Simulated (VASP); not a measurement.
Set up this calculation in VASP 6.6.1, as the native input.

```yaml
Task: single point
Functional: PBE
Potentials_or_basis: VASP PAW PBE potentials, release 64 (Be, Zn, Se)
Cutoff: 520 eV
k_mesh: 6 × 6 × 6
Occupations: gaussian, width 0.01 eV
Spin: no spin polarisation
Dipole_correction: no
Further_INCAR_settings: ALGO = Normal; EDIFF = 1e-06; NBANDS = 31
```

The structure of Be3ZnSe4 lies in POSCAR:

```
Be3ZnSe4
1.0
   -2.6611905762      2.6611905762      5.2980929025
    2.6611905762     -2.6611905762      5.2980929025
    2.6611905762      2.6611905762     -5.2980929025
Be Zn Se
3 1 4
Direct
    0.7500000000      0.2500000000      0.5000000000
    0.2500000000      0.7500000000      0.5000000000
    0.5000000000      0.5000000000      0.0000000000
    0.0000000000      0.0000000000      0.0000000000
    0.3981284595      0.8650309777      0.0000000000
    0.8650309777      0.3981284595      0.0000000000
    0.6018715405      0.6018715405      0.4669025182
    0.1349690223      0.1349690223      0.5330974818
```

One way to write it, as run:

INCAR

```
PREC = Accurate ; ENCUT = 520
EDIFF = 1E-6 ; ISMEAR = 0
SIGMA = 0.01 ; LREAL = False
LASPH = True ; NELM = 60
ALGO = Normal ; ISIF = 2
LWAVE = False ; LCHARG = False
GGA = PE ; NBANDS = 31
```

KPOINTS

```
Automatic mesh
0
Gamma
  6 6 6
```

Potentials or basis: VASP PAW PBE potentials, release 64 (Be, Zn, Se).

Launch:

```console
$ cat potpaw_PBE.64/Be/POTCAR potpaw_PBE.64/Zn/POTCAR potpaw_PBE.64/Se/POTCAR > POTCAR
$ mpirun -np 1 vasp_std > vasp.out
```

It gave:

```json
{"Pressure": "0.2 GPa", "Largest force": "0.010 eV/Å", "Band gap on the k mesh": "2.73 eV, direct"}
```

Run time: 120 s on 1 thread of Intel(R) Xeon(R) 6975P-C (Granite Rapids) (shared host), peak memory 0.39 GiB.
